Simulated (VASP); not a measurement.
# Pd (P6_3/mmc) in VASP: settings compared, part 2 of 2

VASP 6.6.1.

## Step 3: Single point, PBEsol

INCAR reads:

```
PREC = Accurate
ENCUT = 520
EDIFF = 1E-7
ISMEAR = -1
SIGMA = 0.05
LREAL = False
LASPH = True
NELM = 80
ALGO = Normal
ISIF = 2
LWAVE = False
LCHARG = True
GGA = PS
LELF = True
LVHAR = True
NBANDS = 17
```

KPOINTS reads:

```
regular mesh
0
Gamma
  6 6 4
```

POSCAR reads:

```
Pd
1.0
    2.7836650458      0.0000000000      0.0000000000
   -1.3918325229      2.4107246453      0.0000000000
    0.0000000000      0.0000000000      4.6288930000
Pd
2
Direct
    0.3333333333      0.6666666667      0.2500000000
    0.6666666667      0.3333333333      0.7500000000
```

Potentials or basis: VASP PAW PBE potentials, release 64 (Pd).

Launch:

```console
cat potpaw_PBE.64/Pd/POTCAR > POTCAR
mpirun -np 1 vasp_std > vasp.out
```

OUTCAR:

```text
PREC = Accurate
   ENCUT = 520
   EDIFF = 1E-7
   ISMEAR = -1
   LREAL = False
   LASPH = True
   NELM = 80
   ISIF = 2
   GGA = PS

 ion  position               nearest neighbor table
   1  0.333  0.667  0.250-   2 2.82   2 2.82   2 2.82   2 2.82   2 2.82   2 2.82
   2  0.667  0.333  0.750-   1 2.82   1 2.82   1 2.82   1 2.82   1 2.82   1 2.82

  LATTYP: Found a hexagonal cell.
 ALAT       =     2.7836650458
 C/A-ratio  =     1.6628771507

  Lattice vectors:

 A1 = (   2.7836650458,   0.0000000000,   0.0000000000)
 A2 = (  -1.3918325229,   2.4107246453,   0.0000000000)
 A3 = (   0.0000000000,   0.0000000000,   4.6288930000)

Analysis of symmetry for initial positions (statically):
=====================================================================
 Subroutine PRICEL returns:
 Original cell was already a primitive cell.

 Routine SETGRP: Setting up the symmetry group for a
 hexagonal supercell.

 Subroutine GETGRP returns: Found 24 space group operations
 (whereof 12 operations were pure point group operations)
 out of a pool of 24 trial point group operations.

The static configuration has the point symmetry D_3d.
 The point group associated with its full space group is D_6h.

Analysis of symmetry for dynamics (positions and initial velocities):
=====================================================================
 Subroutine PRICEL returns:
 Original cell was already a primitive cell.

 Routine SETGRP: Setting up the symmetry group for a
 hexagonal supercell.

 Subroutine GETGRP returns: Found 24 space group operations
 (whereof 12 operations were pure point group operations)
 out of a pool of 24 trial point group operations.

The dynamic configuration has the point symmetry D_3d.
 The point group associated with its full space group is D_6h.

 Subroutine INISYM returns: Found 24 space group operations
 (whereof 12 operations are pure point group operations),
 and found     1 'primitive' translations

----------------------------------------------------------------------------------------

                                     Primitive cell

  volume of cell :      31.0629

  direct lattice vectors                    reciprocal lattice vectors
     2.783665046  0.000000000  0.000000000     0.359238624  0.207406516  0.000000000
    -1.391832523  2.410724645  0.000000000     0.000000000  0.414813032  0.000000000
     0.000000000  0.000000000  4.628893000     0.000000000  0.000000000  0.216034374

  length of vectors
     2.783665046  2.783665046  4.628893000     0.414813032  0.414813032  0.216034374

  position of ions in fractional coordinates (direct lattice)
     0.333333333  0.666666667  0.250000000
     0.666666667  0.333333333  0.750000000

  ion indices of the primitive-cell ions
   primitive index   ion index
                 1           1
                 2           2

----------------------------------------------------------------------------------------

 KPOINTS: regular mesh

Automatic generation of k-mesh.
 Grid dimensions read from file:
 generate k-points for:    6    6    4

 Generating k-lattice:

  Cartesian coordinates                     Fractional coordinates (reciprocal lattice)
     0.059873104  0.034567753  0.000000000     0.166666667  0.000000000  0.000000000
     0.000000000  0.069135505  0.000000000     0.000000000  0.166666667  0.000000000
     0.000000000  0.000000000  0.054008593     0.000000000  0.000000000  0.250000000

  Length of vectors
     0.069135505  0.069135505  0.054008593

  Shift w.r.t. Gamma in fractional coordinates (k-lattice)
     0.000000000  0.000000000  0.000000000

 Subroutine IBZKPT returns following result:
 ===========================================

 Found     21 irreducible k-points:

 Following reciprocal coordinates:
            Coordinates               Weight
  0.000000  0.000000  0.000000      1.000000
  0.166667  0.000000  0.000000      6.000000
  0.333333  0.000000  0.000000      6.000000
  0.500000  0.000000  0.000000      3.000000
  0.166667  0.166667  0.000000      6.000000
  0.333333  0.166667  0.000000     12.000000
[... 13 lines left out ...]
  0.333333  0.166667  0.500000     12.000000
  0.333333  0.333333  0.500000      2.000000
   k-points           NKPTS =     21   k-points in BZ     NKDIM =     21   number of bands    NBANDS=     17
   number of dos      NEDOS =    301   number of ions     NIONS =      2
   total plane-waves  NPLWV =  20736
   dimension x,y,z NGX =    24 NGY =   24 NGZ =   36
   dimension x,y,z NGXF=    48 NGYF=   48 NGZF=   72
   ions per type =               2
   NGX,Y,Z   is equivalent  to a cutoff of  14.33, 14.33, 12.93 a.u.
   NGXF,Y,Z  is equivalent  to a cutoff of  28.67, 28.67, 25.86 a.u.
 SYSTEM =  unknown system
   PREC   = accura    normal or accurate (medium, high low for compatibility)
   ISTART =      0    job   : 0-new  1-cont  2-samecut
   ICHARG =      2    charge: 1-file 2-atom 10-const
   ISPIN  =      1    spin polarized calculation?
   LNONCOLLINEAR =      F non collinear calculations
   LSORBIT =      F    spin-orbit coupling
   LASPH  =      T    aspherical Exc in radial PAW
   ENCUT  =  520.0 eV  38.22 Ry    6.18 a.u.   5.18  5.18  8.61*2*pi/ulx,y,z
   NELM   =     80;   NELMIN=  2; NELMDL= -5     # of ELM steps
   EDIFF  = 0.1E-06   stopping-criterion for ELM
   LREAL  =      F    real-space projection
   EDIFFG = 0.1E-05   stopping-criterion for IOM
   NSW    =      0    number of steps for IOM
   IBRION =     -1    ionic relax: 0-MD 1-quasi-New 2-CG
   NFREE  =      0    steps in history (QN), initial steepest desc. (CG)
   ISIF   =      2    stress and relaxation
   ISYM   =      2    0-nonsym 1-usesym 2-fastsym
   POTIM  = 0.5000    time-step for ionic-motion
   TEBEG  =    0.0;   TEEND  =   0.0 temperature during run
   PSTRESS=    0.0 pullay stress
   NELECT =      20.0000    total number of electrons
   NUPDOWN=      -1.0000    fix difference up-down
   EMIN   =  10.00;   EMAX   =-10.00  energy-range for DOS
   EFERMI =   0.00;   METHOD = LEGACY
   ISMEAR =    -1;   SIGMA  =   0.05  broadening in eV -4-tet -1-fermi 0-gaus
   EFERMI_NEDOS =   21; number of points for ismear=-14 and -15
   IALGO  =     38    algorithm
   IMIX   =      4    mixing-type and parameters
     AMIX     =   0.40;   BMIX     =  1.00
     AMIX_MAG =   1.60;   BMIX_MAG =  1.00
  volume/ion in A,a.u.               =      15.53       104.81
  Fermi-wavevector in a.u.,A,eV,Ry     =   1.413636  2.671385 27.189429  1.998367
  Thomas-Fermi vector in A             =   2.535261
   LORBIT       =      0    0 simple, 1 ext, 2 COOP (PROOUT), +10 PAW based schemes
   GGA     = PS    functional components
   LHFCALC =     F    Hartree Fock is set to
   AEXX    =    0.0000 exact exchange contribution
   IVDW    =     0    specifies the selected vdW correction
   LEPSILON=     F    determine dielectric tensor
   LRPA    =     F    only Hartree local field effects (RPA)
 non-spin polarized calculation
  energy-cutoff  :      520.00
  volume of cell :       31.06
 maximum number of plane-waves:       854
 NGX is ok and might be reduce to    24
   NGX = 11   NGY = 11   NGZ = 17

 number of electron      20.0000008 magnetization

 Free energy of the ion-electron system (eV)
  ---------------------------------------------------
  ext. energy  EPLUGINS =         0.00000000
  ---------------------------------------------------
  free energy    TOTEN  =       -11.82581702 eV

  energy without entropy =      -11.78048323  energy(sigma->0) =      -11.80315012

 E-fermi :   8.7438     XC(G=0): -13.0652

 val. band max:        8.7426554023   @ k =   0.5000   0.0000   0.0000
 cond. band min:       8.7460793993   @ k =   0.3333   0.1667   0.5000
 fundamental gap:      0.0034239970
 Fermi energy:         8.7438104479

 k-point     1 :       0.0000    0.0000    0.0000
  band No.  band energies     occupation
      1       1.9272      2.00000
      2       3.8011      2.00000
      3       6.0329      2.00000
      4       6.2044      2.00000
      5       6.2044      2.00000
      6       6.5321      2.00000
[... 9 lines left out ...]
     16      28.1646      0.00000
     17      30.4269      0.00000
[... 381 lines left out ...]
 k-point    21 :       0.3333    0.3333    0.5000
  band No.  band energies     occupation
      1       4.9661      2.00000
      2       4.9661      2.00000
      3       5.3792      2.00000
      4       5.3792      2.00000
      5       6.1371      2.00000
      6       6.1371      2.00000
[... 9 lines left out ...]
     16      17.7523      0.00000
     17      27.9615      0.00000

------------------------ aborting loop because EDIFF is reached ----------------------------------------

  FORCE on cell =-STRESS in cart. coord.  units (eV):
  Direction    XX          YY          ZZ          XY          YZ          ZX
  --------------------------------------------------------------------------------------
  -------------------------------------------------------------------------------------
  Total       -2.3181478     -2.3181478     -1.8715903      0.0000000      0.0000000      0.0000000
  in kB     -119.5666262   -119.5666262    -96.5338517      0.0000000      0.0000000      0.0000000
  external PRESSURE =    -111.8890347 kB  Pullay stress =       0.0000000 kB

 VOLUME and BASIS-vectors are now :
 -----------------------------------------------------------------------------
  energy-cutoff  :      520.00
  volume of cell :       31.06
      direct lattice vectors                 reciprocal lattice vectors
     2.783665046  0.000000000  0.000000000     0.359238624  0.207406516  0.000000000
    -1.391832523  2.410724645  0.000000000     0.000000000  0.414813032  0.000000000
     0.000000000  0.000000000  4.628893000     0.000000000  0.000000000  0.216034374

 POSITION                                       TOTAL-FORCE (eV/Angst)
 -----------------------------------------------------------------------------------
     -0.00000      1.60715      1.15722         0.000000     -0.000000      0.000000
      1.39183      0.80357      3.47167        -0.000000      0.000000      0.000000
 -----------------------------------------------------------------------------------
    total drift:                               -0.000000      0.000000     -0.000000

  FREE ENERGIE OF THE ION-ELECTRON SYSTEM (eV)
  ---------------------------------------------------
  free  energy   TOTEN  =       -11.8258170190 eV

  energy  without entropy=      -11.7804832288  energy(sigma->0) =      -11.80315012
```

stdout:

```text
POSCAR found type information on POSCAR Pd
 POSCAR found :  1 types and       2 ions
 scaLAPACK will be used
 -----------------------------------------------------------------------------
|                                                                             |
|                                                                             |
|     You enforced a specific xc type in the INCAR file but a different       |
|     I HOPE YOU KNOW WHAT YOU ARE DOING!                                     |
|                                                                             |
 -----------------------------------------------------------------------------

 LDA part: xc-table for (Slater+PW92), standard interpolation
 POSCAR, INCAR and KPOINTS ok, starting setup
 FFT: planning ... GRIDC
 FFT: planning ... GRID_SOFT
 FFT: planning ... GRID
 WAVECAR not read
 entering main loop
```

Wall time 21 s (1 thread of AMD EPYC 7R13, shared host); peak memory 0.12 GiB.

What came out:

- Free energy: -11.8258 eV
- Pressure: -11.2 GPa
- Band gap on the k mesh: zero (band 10 reaches 8.92 eV, above the bottom of band 11 at 8.10 eV)

Stress tensor (GPa, compression positive):
```
-11.96   0.00   0.00
  0.00 -11.96   0.00
  0.00   0.00  -9.65
```

Levels at points of the mesh, in eV from the Fermi level:
| k point | band 8 | band 9 | band 10 | band 11 | band 12 | band 13 |
| --- | --- | --- | --- | --- | --- | --- |
| (0.00, 0.00, 0.00) | -1.55 | -1.55 | -0.21 | -0.21 | 0.92 | 6.61 |
| (0.50, 0.00, 0.00) | 0.00 | 0.04 | 0.18 | 2.51 | 4.35 | 9.34 |
| (0.00, 0.00, 0.50) | -2.58 | -0.65 | -0.65 | -0.65 | -0.65 | 13.67 |
| (0.50, 0.00, 0.50) | -0.42 | 0.11 | 0.11 | 2.60 | 2.60 | 7.84 |

Caveat: the k points lie up to 0.43 Å⁻¹ apart; the PAW data sets were made with another functional, which shifts forces and pressure a little.

## Step 4: Single point, r2SCAN

POSCAR is that of step 3.

INCAR.step1 reads:

```
PREC     = Accurate       # precision mode
ENCUT    = 520            # plane-wave cutoff, eV
ISMEAR   = -1             # smearing method
SIGMA    = 0.05           # smearing width, eV
LREAL    = F              # projectors in reciprocal space
LASPH    = T              # aspherical terms in the spheres
NELM     = 100            # most SCF steps
NBANDS   = 17             # bands
GGA      = PE             # functional
ALGO     = Normal         # electronic algorithm
EDIFF    = 1E-4           # SCF threshold, eV
LWAVE    = T              # write WAVECAR
LCHARG   = F              # write CHGCAR
```

INCAR.step2 reads:

```
PREC     = Accurate       # precision mode
ENCUT    = 520            # plane-wave cutoff, eV
EDIFF    = 1E-7           # SCF threshold, eV
ISMEAR   = -1             # smearing method
SIGMA    = 0.05           # smearing width, eV
LREAL    = F              # projectors in reciprocal space
LASPH    = T              # aspherical terms in the spheres
NELM     = 100            # most SCF steps
ALGO     = Normal         # electronic algorithm
ISIF     = 2              # what is computed and relaxed
LWAVE    = F              # write WAVECAR
LCHARG   = F              # write CHGCAR
METAGGA  = R2SCAN         # meta-GGA
LMIXTAU  = T            
NBANDS   = 17             # bands
ISTART   = 1
```

KPOINTS is that of step 3.

Launch:

```console
cat potpaw_PBE.64/Pd/POTCAR > POTCAR
cp INCAR.step1 INCAR
mpirun -np 1 vasp_std > vasp.out
cp INCAR.step2 INCAR
mpirun -np 1 vasp_std > vasp.out
```

Wall time 99 s (1 thread of AMD EPYC 7R13, shared host); peak memory 0.13 GiB.

Results (log left out):

| Property | Result |
| --- | --- |
| Free energy | -45.8323 eV |
| Pressure | -6.0 GPa |
| Band gap on the k mesh | zero (band 10 reaches 8.90 eV, above the bottom of band 11 at 8.03 eV) |

Stress tensor (GPa, compression positive):
```
-7.07  0.00  0.00
 0.00 -7.07  0.00
 0.00  0.00 -3.99
```

Levels at points of the mesh, in eV from the Fermi level:
| k point | band 7 | band 8 | band 9 | band 10 | band 11 | band 12 | band 13 | band 14 |
| --- | --- | --- | --- | --- | --- | --- | --- | --- |
| (0.00, 0.00, 0.00) | -2.27 | -1.61 | -1.61 | -0.24 | -0.24 | 1.30 | 7.03 | 17.99 |
| (0.50, 0.00, 0.00) | -1.55 | 0.00 | 0.01 | 0.18 | 2.78 | 4.70 | 9.96 | 10.27 |
| (0.00, 0.00, 0.50) | -2.63 | -2.63 | -0.69 | -0.69 | -0.69 | -0.69 | 14.41 | 14.41 |
| (0.50, 0.00, 0.50) | -0.39 | -0.39 | 0.11 | 0.11 | 2.96 | 2.96 | 8.34 | 8.34 |

Caveat: the k points lie up to 0.43 Å⁻¹ apart; the PAW data sets were made with another functional, which shifts forces and pressure a little.

## Step 5: Summary

| level | potentials or basis | gap on the mesh (eV) | pressure (GPa) |
| --- | --- | --- | --- |
| LDA | VASP PAW LDA potentials, release 64 (Pd) | none | -16.0 |
| PBEsol | VASP PAW PBE potentials, release 64 (Pd) | none | -11.2 |
| r2SCAN | VASP PAW PBE potentials, release 64 (Pd) | none | -6.0 |

Alike in all rows: task single point; no spin polarisation; cell as given; k mesh 6 × 6 × 4; cutoff (eV) 520; smearing fermi-dirac 0.05 eV.

Caveats: all runs use coarse meshes; the PAW data sets were made with another functional, which shifts forces and pressure a little (some runs).

Total energies depend on the potentials used, so only differences within one code and one set of settings carry meaning.
